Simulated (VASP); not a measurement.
Wanted: the native input for a VASP 6.6.1 run.

* Task: single point
* Functional: LDA
* Potentials or basis: VASP PAW LDA potentials, release 64 (Pd)
* Cutoff: 520 eV
* k mesh: 12 × 12 × 12
* Occupations: fermi-dirac, width 0.05 eV
* Spin: non-collinear spin, zero start, spin-orbit coupling
* Starting moments: [[0.0, 0.0, 0.0]] μB
* Dipole correction: no
* Further INCAR settings: ALGO = Normal; EDIFF = 1e-06; NBANDS = 21

The structure of Pd lies in POSCAR:

```
Pd
1.0
    0.0000000000      1.9334358480      1.9334358480
    1.9334358480      0.0000000000      1.9334358480
    1.9334358480      1.9334358480      0.0000000000
Pd
1
Direct
    0.0000000000      0.0000000000      0.0000000000
```

One way to write it, as run:

INCAR

```
  ALGO = Normal
  EDIFF = 1E-6
  ENCUT = 520
  GGA = CA
  GGA_COMPAT = F
  ISIF = 2
  ISMEAR = -1
  LASPH = T
  LCHARG = T
  LMAXMIX = 4
  LORBIT = 11
  LORBMOM = T
  LREAL = F
  LSORBIT = T
  LVHAR = T
  LWAVE = F
  MAGMOM = 0 0 0
  NBANDS = 21
  NELM = 150
  PREC = Accurate
  SIGMA = 0.05
```

KPOINTS

```
k-points
0
Gamma
  12 12 12
```

Potentials or basis: VASP PAW LDA potentials, release 64 (Pd).

The run is started by

```bash
$ cat potpaw_LDA.64/Pd/POTCAR > POTCAR
$ mpirun -np 1 vasp_ncl > vasp.out
```

It gave:

```json
{"Pressure": "-4.5 GPa", "Net moment": "0.00 μB per cell", "Valence electrons inside the program's atomic spheres": "Pd 9.48"}
```

Run time: 62 s on 1 thread of Intel(R) Xeon(R) Platinum 8259CL CPU @ 2.50GHz (Skylake/Cascade Lake) (shared host), peak memory 0.16 GiB.
